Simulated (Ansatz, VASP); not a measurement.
## Two plane-wave programs on KI

File INCAR:

```
SYSTEM = KI
PREC     = Accurate       ! precision mode
ENCUT    = 520            ! plane-wave cutoff, eV
EDIFF    = 1E-7           ! SCF threshold, eV
ISMEAR   = -1             ! smearing method
SIGMA    = 0.05           ! smearing width, eV
LREAL    = .False.        ! projectors in reciprocal space
LASPH    = .True.         ! aspherical terms in the spheres
NELM     = 60             ! most SCF steps
ALGO     = Normal         ! electronic algorithm
ISIF     = 2              ! what is computed and relaxed
LWAVE    = .False.        ! write WAVECAR
LCHARG   = .False.        ! write CHGCAR
GGA      = PE             ! functional
NBANDS   = 15             ! bands
```

File KPOINTS:

```
regular mesh
0
Gamma
  7 7 7
  0 0 0
```

File POSCAR:

```
KI
1.0
    0.0000000000      3.4850289444      3.4850289444
    3.4850289444      0.0000000000      3.4850289444
    3.4850289444      3.4850289444      0.0000000000
I K
1 1
Direct
    0.5000000000      0.5000000000      0.5000000000
    0.0000000000      0.0000000000      0.0000000000
```

The input input.yaml:

```yaml
crystal:
  lattice:
    - [0.0, 3.4850289444, 3.4850289444]
    - [3.4850289444, 0.0, 3.4850289444]
    - [3.4850289444, 3.4850289444, 0.0]
  atoms:
    - { symbol: I, position: [0.5, 0.5, 0.5] }
    - { symbol: K, position: [0.0, 0.0, 0.0] }
hamiltonian:
  xc: pbe
  pseudopotentials: { kind: paw, azcp: { folder: soft_1 } }
kpoints:
  mp_grid: { grid: [7, 7, 7] }
scf:
  occupations: { method: fermi_dirac, width: 0.05 }
output:
  forces: true
  stress: true
  eigenvalues: true
  write_density: true
  write_potential: true
  elf: true
  volumetric_format: npy
```

Alike in both runs: task single point; functional PBE; k mesh 7 × 7 × 7; occupations fermi-dirac, width 0.05 eV; no spin polarisation.

|  | VASP | Ansatz |
| --- | --- | --- |
| version | VASP 6.6.1 | Ansatz 0.2.0 |
| potentials or method | VASP PAW PBE potentials, release 64 (I, K_sv) | Ansatz PAW soft_1 |
| plane-wave cutoff (eV) | 520 | 420 |
| valence electrons in the cell | 16 | 26 |

|  | VASP | Ansatz | Ansatz less VASP |
| --- | --- | --- | --- |
| gap on the k mesh at the Fermi level (eV) | 4.06 | 4.06 | +0.004 |
| least direct gap on the mesh (eV) | 4.06 | 4.06 | +0.004 |
| pressure (GPa) | 1.2 | 1.2 | -0.03 |

With one functional, cell and mesh, what is left measures potentials, basis and numerics. VASP's potentials hold 16 valence electrons a cell and Ansatz's 26, so a difference there can come from the potentials and not from the codes.

Neither program's run includes spin-orbit coupling. Noted on Ansatz's run: odd divisions of the mesh miss points on the zone boundary, where band edges often lie, so the gap on the mesh can be too wide.
